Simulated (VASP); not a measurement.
Input of a VASP 6.6.1 run:

Contents of INCAR:

```
SYSTEM = Al
PREC = Accurate
ENCUT = 520
EDIFF = 1E-7
ISMEAR = -1
SIGMA = 0.05
LREAL = .FALSE.
LASPH = .TRUE.
NELM = 80
ALGO = Normal
ISIF = 2
LWAVE = .FALSE.
LCHARG = .TRUE.
GGA = PS
LELF = .TRUE.
LVHAR = .TRUE.
NBANDS = 8
```

File KPOINTS:

```
regular mesh
0
G
  8 8 8
  0 0 0
```

Contents of POSCAR:

```
Al
1.0
   -1.6320517841      1.6320517841      1.6320517841
    1.6320517841     -1.6320517841      1.6320517841
    1.6320517841      1.6320517841     -1.6320517841
Al
1
Direct
    0.0000000000      0.0000000000      0.0000000000
```

Potentials or basis: VASP PAW PBE potentials, release 64 (Al).

Launch:

```sh
$ cat potpaw_PBE.64/Al/POTCAR > POTCAR
$ mpirun -np 1 vasp_std > vasp.out
```

Problem. What does it give for the pressure?

Solution. -2.6 GPa.

Caveat: the PAW data sets were made with another functional, which shifts forces and pressure a little.
